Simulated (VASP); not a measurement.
Wanted: the native input for a VASP 6.6.1 run.

- Task: single point
- Functional: PBEsol
- Potentials or basis: VASP PAW PBE potentials, release 64 (Au)
- Cutoff: 520 eV
- k mesh: 14 × 14 × 14
- Occupations: gaussian, width 0.15 eV
- Spin: no spin polarisation
- Dipole correction: no
- Further INCAR settings: ALGO = Fast; EDIFF = 1e-06; NBANDS = 18

The structure of Au lies in POSCAR:

```
Au
1.0
    0.0000000000     -3.3145380000      0.0000000000
   -3.3145380000      0.0000000000      0.0000000000
    0.0000000000      0.0000000000     -3.3145380000
Au
2
Direct
    0.5527977051      0.5000000000      0.5000000000
   -0.0527977051      0.0000000000      0.0000000000
```

This cell differs from its parent crystal: atoms displaced along a vibrational mode.

The input as run:

INCAR

```
SYSTEM = Au
PREC = Accurate
ENCUT = 520
EDIFF = 1E-6
ISMEAR = 0
SIGMA = 0.15
LREAL = .FALSE.
LASPH = .TRUE.
NELM = 80
ALGO = Fast
ISIF = 2
LWAVE = .FALSE.
LCHARG = .FALSE.
GGA = PS
NBANDS = 18
```

KPOINTS

```
regular mesh
0
G
  14 14 14
  0 0 0
```

Potentials or basis: VASP PAW PBE potentials, release 64 (Au).

The run is started by

```sh
$ cat potpaw_PBE.64/Au/POTCAR > POTCAR
$ mpirun -np 1 vasp_std > vasp.out
```

It gave:

```
Pressure               : -2.2 GPa
Largest force          : 1.567 eV/Å
Band gap on the k mesh : zero (bands 11 and 12 overlap by 4.85 eV)
```

Caveat: the cell differs from its parent crystal (atoms displaced along a vibrational mode); the PAW data sets were made with another functional, which shifts forces and pressure a little; spin-orbit coupling is left out, which moves the levels of the heavy elements.

It took 93 s on 1 thread of Intel(R) Xeon(R) 6975P-C (Granite Rapids), with other jobs on the host, peak memory 0.27 GiB.
